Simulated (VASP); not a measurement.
Wanted: the native input for a VASP 6.6.1 run.

| Quantity | Value |
| --- | --- |
| Task | density of states |
| Functional | PBE |
| Potentials or basis | VASP PAW PBE potentials, release 64 (Zn, Se) |
| Cutoff | 520 eV |
| k mesh | 8 × 8 × 8 |
| Occupations | fermi-dirac, width 0.03 eV |
| Spin | no spin polarisation |
| Dipole correction | no |
| k mesh for the DOS | 12 × 12 × 12 |
| Occupations for the DOS | tetrahedron |
| Further INCAR settings | ALGO = Normal; EDIFF = 1e-07; NBANDS = 16 |

Crystal: ZnSe.

```
Zn Se
1.0
     0.00000    2.83380    2.83380
     2.83380    0.00000    2.83380
     2.83380    2.83380    0.00000
Zn Se
1 1
Direct
  0.00000 0.00000 0.00000
  0.75000 0.75000 0.75000
```

One way to write it, as run:

POSCAR

```
ZnSe
1.0
    0.0000000000      2.8338000000      2.8338000000
    2.8338000000      0.0000000000      2.8338000000
    2.8338000000      2.8338000000      0.0000000000
Zn Se
1 1
Direct
    0.0000000000      0.0000000000      0.0000000000
    0.7500000000      0.7500000000      0.7500000000
```

INCAR.step1

```
  ALGO = Normal
  EDIFF = 1E-7
  ENCUT = 520
  GGA = PE
  ISIF = 2
  ISMEAR = -1
  LASPH = True
  LCHARG = True
  LREAL = False
  LWAVE = False
  NBANDS = 16
  NELM = 60
  PREC = Accurate
  SIGMA = 0.03
```

KPOINTS.step1

```
k-points
0
Gamma
  8 8 8
```

INCAR.step2

```
  ALGO = Normal
  EDIFF = 1E-7
  ENCUT = 520
  GGA = PE
  ICHARG = 11
  ISIF = 2
  ISMEAR = -5
  LASPH = True
  LCHARG = False
  LORBIT = 11
  LREAL = False
  LWAVE = False
  NBANDS = 16
  NEDOS = 1001
  NELM = 60
  PREC = Accurate
  SIGMA = 0.03
```

KPOINTS.step2

```
k-points
0
Gamma
  12 12 12
```

Potentials or basis: VASP PAW PBE potentials, release 64 (Zn, Se).

The run is started by

```bash
$ cat potpaw_PBE.64/Zn/POTCAR potpaw_PBE.64/Se/POTCAR > POTCAR
$ cp INCAR.step1 INCAR
$ cp KPOINTS.step1 KPOINTS
$ mpirun -np 1 vasp_std > vasp.out
$ cp INCAR.step2 INCAR
$ cp KPOINTS.step2 KPOINTS
$ mpirun -np 1 vasp_std > vasp.out
```

It gave:

* Valence electrons inside the program's atomic spheres: Zn 10.77; Se 3.90

Run time: 23 s on 1 thread of Intel(R) Xeon(R) 6975P-C (Granite Rapids), on a shared host, peak memory 0.18 GiB.
